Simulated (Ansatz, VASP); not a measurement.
**Two plane-wave programs on Na2Rh**

```xyz
3
Lattice="3.5498 0.0000 0.0000 -1.7749 3.0742 0.0000 0.0000 0.0000 8.1905" Properties=species:S:1:pos:R:3 pbc="T T T"
Na    1.7749    1.0247    5.6496
Na    0.0000    2.0495    2.5409
Rh    0.0000    0.0000    0.0000
```

Alike in both runs: task relaxation of cell and atoms; functional PBE; k mesh 6 × 6 × 2; occupations gaussian, width 0.1 eV; no spin polarisation.

|  | VASP | Ansatz |
| --- | --- | --- |
| version | VASP 6.6.1 | Ansatz 0.2.0 |
| potentials or method | VASP PAW PBE potentials, release 64 (Na_pv, Rh_pv), cutoff 600 eV | scalar-relativistic, plane waves, PAW |
| valence electrons in the cell | 29 | 35 |

Ansatz gave:

```
gap on the k mesh at the Fermi level, each at its own relaxed structure (eV) : none
relaxed volume (Å³/atom)                                                     : 20.06
relaxed length of the cell vector where the two differ most in proportion (Å)              : 8.116
```

Q: What did VASP give for the same quantities?

A: gap on the k mesh at the Fermi level, each at its own relaxed structure (eV): none; relaxed volume (Å³/atom): 20.02; relaxed length of the cell vector where the two differ most in proportion (Å): 8.092.

A gap of «none» marks a metal or a gap that the smearing closes. VASP's potentials hold 29 valence electrons a cell and Ansatz's 35, so a difference there can come from the potentials and not from the codes.

The k mesh is coarse, so the values compare programs but aren't converged. Noted on VASP's run: the volume moved by over 15 % at a fixed basis, so the end points are rough.
